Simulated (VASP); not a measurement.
# Mg (R-3m) in VASP: single point with PBEsol

Aim: the single point of Mg with PBEsol.

All numbers are computed with VASP 6.6.1; they aren't measurements. Logs are shortened: lines on timing, memory, paths and dates and some standing lists are left out, and cuts for length are marked.

**1. The cell of the first run**

Symmetry: R-3m, No. 166, trigonal system. The conventional cell has a = 3.558 Å, b = 3.558 Å, c = 6.891 Å, α = 90.00°, β = 90.00°, γ = 120.00°. Mg (site symmetry -3m) has 12 Mg at 3.08 to 3.56 Å within 4.1 Å.

**2. Single point, PBEsol (Hg replaced by Mg, lengths x 1.041, strained)**

Input file INCAR:

```
  PREC = Accurate
  ENCUT = 520
  EDIFF = 1E-6
  ISMEAR = 0
  SIGMA = 0.1
  LREAL = F
  LASPH = T
  NELM = 80
  ALGO = Normal
  ISIF = 2
  LWAVE = F
  LCHARG = T
  GGA = PS
  LELF = T
  LVHAR = T
  NBANDS = 7
```

Input file KPOINTS:

```
Automatic mesh
0
Gamma
  15 15 15
```

Input file POSCAR:

```
Mg
1.0
    1.7787857604      1.0269824376      2.2969978861
   -1.7787857604      1.0269824376      2.2969978861
    0.0000000000     -2.0539648752      2.2969978861
Mg
1
Direct
    0.0000000000      0.0000000000      0.0000000000
```

Potentials or basis: VASP PAW PBE potentials, release 64 (Mg).

Run with:

```console
cat potpaw_PBE.64/Mg/POTCAR > POTCAR
mpirun -np 1 vasp_std > vasp.out
```

OUTCAR:

```text
PREC = Accurate
   ENCUT = 520
   EDIFF = 1E-6
   ISMEAR = 0
   LREAL = F
   LASPH = T
   NELM = 80
   ISIF = 2
   GGA = PS

 ion  position               nearest neighbor table
   1  0.000  0.000  0.000-

  LATTYP: Found a trigonal (rhomboedric) cell.
 ALAT       =     3.0813910815
 COS(alpha) =     0.3335253405

  Lattice vectors:

 A1 = (   1.7787857604,   1.0269824376,   2.2969978861)
 A2 = (  -1.7787857604,   1.0269824376,   2.2969978861)
 A3 = (   0.0000000000,  -2.0539648752,   2.2969978861)

Analysis of symmetry for initial positions (statically):
=====================================================================
 Subroutine PRICEL returns:
 Original cell was already a primitive cell.

 Routine SETGRP: Setting up the symmetry group for a
 trigonal (rhombohedral) supercell.

 Subroutine GETGRP returns: Found 12 space group operations
 (whereof 12 operations were pure point group operations)
 out of a pool of 12 trial point group operations.

The static configuration has the point symmetry D_3d.

Analysis of symmetry for dynamics (positions and initial velocities):
=====================================================================
 Subroutine PRICEL returns:
 Original cell was already a primitive cell.

 Routine SETGRP: Setting up the symmetry group for a
 trigonal (rhombohedral) supercell.

 Subroutine GETGRP returns: Found 12 space group operations
 (whereof 12 operations were pure point group operations)
 out of a pool of 12 trial point group operations.

The dynamic configuration has the point symmetry D_3d.

 Subroutine INISYM returns: Found 12 space group operations
 (whereof 12 operations are pure point group operations),
 and found     1 'primitive' translations

----------------------------------------------------------------------------------------

                                     Primitive cell

  volume of cell :      25.1767

  direct lattice vectors                    reciprocal lattice vectors
     1.778785760  1.026982438  2.296997886     0.281090624  0.162287748  0.145116953
    -1.778785760  1.026982438  2.296997886    -0.281090624  0.162287748  0.145116953
     0.000000000 -2.053964875  2.296997886     0.000000000 -0.324575495  0.145116953

  length of vectors
     3.081391082  3.081391082  3.081391082     0.355539283  0.355539283  0.355539283

  position of ions in fractional coordinates (direct lattice)
     0.000000000  0.000000000  0.000000000

  ion indices of the primitive-cell ions
   primitive index   ion index
                 1           1

----------------------------------------------------------------------------------------

 KPOINTS: Automatic mesh

Automatic generation of k-mesh.
 Grid dimensions read from file:
 generate k-points for:   15   15   15

 Generating k-lattice:

  Cartesian coordinates                     Fractional coordinates (reciprocal lattice)
     0.018739375  0.010819183  0.009674464     0.066666667  0.000000000 -0.000000000
    -0.018739375  0.010819183  0.009674464     0.000000000  0.066666667 -0.000000000
     0.000000000 -0.021638366  0.009674464    -0.000000000 -0.000000000  0.066666667

  Length of vectors
     0.023702619  0.023702619  0.023702619

  Shift w.r.t. Gamma in fractional coordinates (k-lattice)
     0.000000000  0.000000000  0.000000000

 Subroutine IBZKPT returns following result:
 ===========================================

 Found    344 irreducible k-points:

 Following reciprocal coordinates:
            Coordinates               Weight
  0.000000  0.000000  0.000000      1.000000
  0.066667  0.000000  0.000000      6.000000
  0.133333  0.000000 -0.000000      6.000000
  0.200000  0.000000 -0.000000      6.000000
  0.266667  0.000000 -0.000000      6.000000
  0.333333  0.000000  0.000000      6.000000
[... 16 lines left out ...]
  0.133333  0.133333 -0.000000      6.000000
  0.200000  0.133333  0.000000     12.000000
 [... further k-points ...]
   k-points           NKPTS =    344   k-points in BZ     NKDIM =    344   number of bands    NBANDS=      7
   number of dos      NEDOS =    301   number of ions     NIONS =      1
   total plane-waves  NPLWV =  13824
   dimension x,y,z NGX =    24 NGY =   24 NGZ =   24
   dimension x,y,z NGXF=    48 NGYF=   48 NGZF=   48
   ions per type =               1
   NGX,Y,Z   is equivalent  to a cutoff of  12.95, 12.95, 12.95 a.u.
   NGXF,Y,Z  is equivalent  to a cutoff of  25.90, 25.90, 25.90 a.u.
 SYSTEM =  unknown system
   PREC   = accura    normal or accurate (medium, high low for compatibility)
   ISTART =      0    job   : 0-new  1-cont  2-samecut
   ICHARG =      2    charge: 1-file 2-atom 10-const
   ISPIN  =      1    spin polarized calculation?
   LNONCOLLINEAR =      F non collinear calculations
   LSORBIT =      F    spin-orbit coupling
   LASPH  =      T    aspherical Exc in radial PAW
   ENCUT  =  520.0 eV  38.22 Ry    6.18 a.u.   5.73  5.73  5.73*2*pi/ulx,y,z
   NELM   =     80;   NELMIN=  2; NELMDL= -5     # of ELM steps
   EDIFF  = 0.1E-05   stopping-criterion for ELM
   LREAL  =      F    real-space projection
   EDIFFG = 0.1E-04   stopping-criterion for IOM
   NSW    =      0    number of steps for IOM
   IBRION =     -1    ionic relax: 0-MD 1-quasi-New 2-CG
   NFREE  =      0    steps in history (QN), initial steepest desc. (CG)
   ISIF   =      2    stress and relaxation
   ISYM   =      2    0-nonsym 1-usesym 2-fastsym
   POTIM  = 0.5000    time-step for ionic-motion
   TEBEG  =    0.0;   TEEND  =   0.0 temperature during run
   PSTRESS=    0.0 pullay stress
   NELECT =       2.0000    total number of electrons
   NUPDOWN=      -1.0000    fix difference up-down
   EMIN   =  10.00;   EMAX   =-10.00  energy-range for DOS
   EFERMI =   0.00;   METHOD = LEGACY
   ISMEAR =     0;   SIGMA  =   0.10  broadening in eV -4-tet -1-fermi 0-gaus
   EFERMI_NEDOS =   21; number of points for ismear=-14 and -15
   IALGO  =     38    algorithm
   IMIX   =      4    mixing-type and parameters
     AMIX     =   0.40;   BMIX     =  1.00
     AMIX_MAG =   1.60;   BMIX_MAG =  1.00
  volume/ion in A,a.u.               =      25.18       169.90
  Fermi-wavevector in a.u.,A,eV,Ry     =   0.703750  1.329895  6.738484  0.495265
  Thomas-Fermi vector in A             =   1.788806
   LORBIT       =      0    0 simple, 1 ext, 2 COOP (PROOUT), +10 PAW based schemes
   GGA     = PS    functional components
   LHFCALC =     F    Hartree Fock is set to
   AEXX    =    0.0000 exact exchange contribution
   IVDW    =     0    specifies the selected vdW correction
   LEPSILON=     F    determine dielectric tensor
   LRPA    =     F    only Hartree local field effects (RPA)
 non-spin polarized calculation
 Gauss-broadening in eV      SIGMA  =   0.10
  energy-cutoff  :      520.00
  volume of cell :       25.18
 maximum number of plane-waves:       693
   NGX = 11   NGY = 11   NGZ = 11

 number of electron       2.0000000 magnetization

 Free energy of the ion-electron system (eV)
  ---------------------------------------------------
  ext. energy  EPLUGINS =         0.00000000
  ---------------------------------------------------
  free energy    TOTEN  =        -1.58408459 eV

  energy without entropy =       -1.58160431  energy(sigma->0) =       -1.58284445

 E-fermi :   2.0634     XC(G=0):  -8.2403

 val. band max:        2.0361802551   @ k =  -0.4667  -0.4667   0.0667
 cond. band min:       2.0682807514   @ k =  -0.3333   0.4000   0.1333
 fundamental gap:      0.0321004964
 Fermi energy:         2.0633575355

 k-point     1 :       0.0000    0.0000    0.0000
  band No.  band energies     occupation
      1      -4.4230      2.00000
      2      12.1215      0.00000
      3      12.1215      0.00000
      4      13.5606      0.00000
      5      13.5606      0.00000
      6      14.0288      0.00000
      7      16.3249      0.00000

 k-point     2 :       0.0667    0.0000    0.0000
  band No.  band energies     occupation
      1      -4.3383      2.00000
      2      10.8531      0.00000
      3      12.0036      0.00000
      4      13.5988      0.00000
      5      13.8186      0.00000
      6      14.8639      0.00000
      7      16.8572      0.00000

 k-point     3 :       0.1333    0.0000   -0.0000
  band No.  band energies     occupation
      1      -4.0848      2.00000
      2       8.9843      0.00000
      3      11.8026      0.00000
      4      13.4298      0.00000
      5      14.4325      0.00000
      6      15.8696      0.00000
      7      18.1420      0.00000

 k-point     4 :       0.2000    0.0000   -0.0000
  band No.  band energies     occupation
      1      -3.6636      2.00000
      2       7.1311      0.00000
      3      11.6648      0.00000
      4      13.3011      0.00000
      5      15.2050      0.00000
      6      16.6614      0.00000
      7      17.1462      0.00000

 k-point     5 :       0.2667    0.0000   -0.0000
  band No.  band energies     occupation
      1      -3.0768      2.00000
      2       5.3724      0.00000
      3      11.6343      0.00000
      4      13.2775      0.00000
      5      15.5285      0.00000
      6      16.7478      0.00000
      7      17.0394      0.00000
[... 161 lines left out ...]
 k-point    22 :      -0.0667    0.0667    0.0000
  band No.  band energies     occupation
      1      -4.2114      2.00000
      2      10.1361      0.00000
      3      10.9333      0.00000
      4      13.8122      0.00000
      5      13.8666      0.00000
      6      16.2389      0.00000
      7      17.4293      0.00000

 k-point    23 :       0.1333    0.1333   -0.0000
  band No.  band energies     occupation
      1      -3.9162      2.00000
      2       9.8683      0.00000
      3      10.4145      0.00000
      4      12.2728      0.00000
      5      15.4958      0.00000
      6      16.4407      0.00000
      7      16.6929      0.00000

 k-point    24 :       0.2000    0.1333    0.0000
  band No.  band energies     occupation
      1      -3.5797      2.00000
      2       8.3056      0.00000
      3      10.6865      0.00000
      4      12.1830      0.00000
      5      14.3969      0.00000
      6      16.6814      0.00000
      7      16.7664      0.00000

 [... further k-points ...]

------------------------ aborting loop because EDIFF is reached ----------------------------------------

  FORCE on cell =-STRESS in cart. coord.  units (eV):
  Direction    XX          YY          ZZ          XY          YZ          ZX
  --------------------------------------------------------------------------------------
  -------------------------------------------------------------------------------------
  Total       -0.6270414     -0.6270414      0.5432027     -0.0000000     -0.0000000      0.0000000
  in kB      -39.9032495    -39.9032495     34.5679794     -0.0000000     -0.0000000      0.0000000
  external PRESSURE =     -15.0795065 kB  Pullay stress =       0.0000000 kB

 VOLUME and BASIS-vectors are now :
 -----------------------------------------------------------------------------
  energy-cutoff  :      520.00
  volume of cell :       25.18
      direct lattice vectors                 reciprocal lattice vectors
     1.778785760  1.026982438  2.296997886     0.281090624  0.162287748  0.145116953
    -1.778785760  1.026982438  2.296997886    -0.281090624  0.162287748  0.145116953
     0.000000000 -2.053964875  2.296997886     0.000000000 -0.324575495  0.145116953

 POSITION                                       TOTAL-FORCE (eV/Angst)
 -----------------------------------------------------------------------------------
      0.00000      0.00000      0.00000         0.000000     -0.000000     -0.000000
 -----------------------------------------------------------------------------------
    total drift:                                0.000000     -0.000000      0.000000

  FREE ENERGIE OF THE ION-ELECTRON SYSTEM (eV)
  ---------------------------------------------------
  free  energy   TOTEN  =        -1.5840845878 eV

  energy  without entropy=       -1.5816043070  energy(sigma->0) =       -1.58284445
```

Wall time 26 s (1 thread of AMD EPYC 7R13 (Zen 3), shared host); peak memory 0.16 GiB.

What came out:

```
Free energy            : -1.5841 eV
Pressure               : -1.5 GPa
Band gap on the k mesh : zero (bands 1 and 2 overlap by 2.82 eV)
```

Stress tensor (GPa, compression positive):
```
-3.99  0.00  0.00
 0.00 -3.99  0.00
 0.00  0.00  3.46
```

Caveat: the cell differs from its parent crystal (Hg replaced by Mg, lengths x 1.041, strained); the stress differs along the axes, from -4 to 3 GPa; the PAW data sets were made with another functional, which shifts forces and pressure a little.

The gap in the log of VASP goes by the Fermi energy; the results here count the filled bands.